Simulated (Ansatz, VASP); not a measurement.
## K3TaO3: VASP beside Ansatz

```
K Ta O
1.0
     8.19483    0.00000    0.00000
    -4.09741    7.09693    0.00000
     0.00000    0.00000    5.91832
K Ta O
6 2 6
Cartesian
  1.9459 5.8227 4.4387
  -0.0278 2.5004 4.4387
  -1.9181 5.8708 4.4387
  4.1252 4.5965 1.4796
  6.0155 1.2261 1.4796
  2.1515 1.2742 1.4796
  4.0974 2.3656 4.4387
  0.0000 4.7313 1.4796
  2.4624 1.4583 4.4387
  5.7007 1.4033 4.4387
  4.1291 4.2353 4.4387
  -0.0317 2.8616 1.4796
  1.6350 5.6387 1.4796
  -1.6033 5.6936 1.4796
```

Alike in both runs: functional PBE; k mesh 2 × 2 × 2; occupations gaussian, width 0.15 eV; no spin polarisation.

Ansatz relaxed the structure, and its values are those at the end. VASP's run is a single point on that final structure, the one shown.

```csv
,VASP,Ansatz
version,VASP 6.6.1,Ansatz 0.2.0
potentials or method,"VASP PAW PBE potentials, release 64 (K_sv, Ta_pv, O), cutoff 520 eV","scalar-relativistic, plane waves, PAW"
valence electrons in the cell,112,116
```

```tsv
	VASP	Ansatz	Ansatz less VASP
gap on the k mesh at the Fermi level (eV)	1.60	1.59	-0.017
least direct gap on the mesh (eV)	1.62	1.60	-0.017
pressure (GPa)	0.3	0.0	-0.31
rms of the force components (eV/Å)	0.039	0.026	-0.0129
```

VASP's potentials hold 112 valence electrons a cell and Ansatz's 116, so a difference there can come from the potentials and not from the codes.

The k mesh is coarse, so the values compare programs but aren't converged. Neither program's run includes spin-orbit coupling.
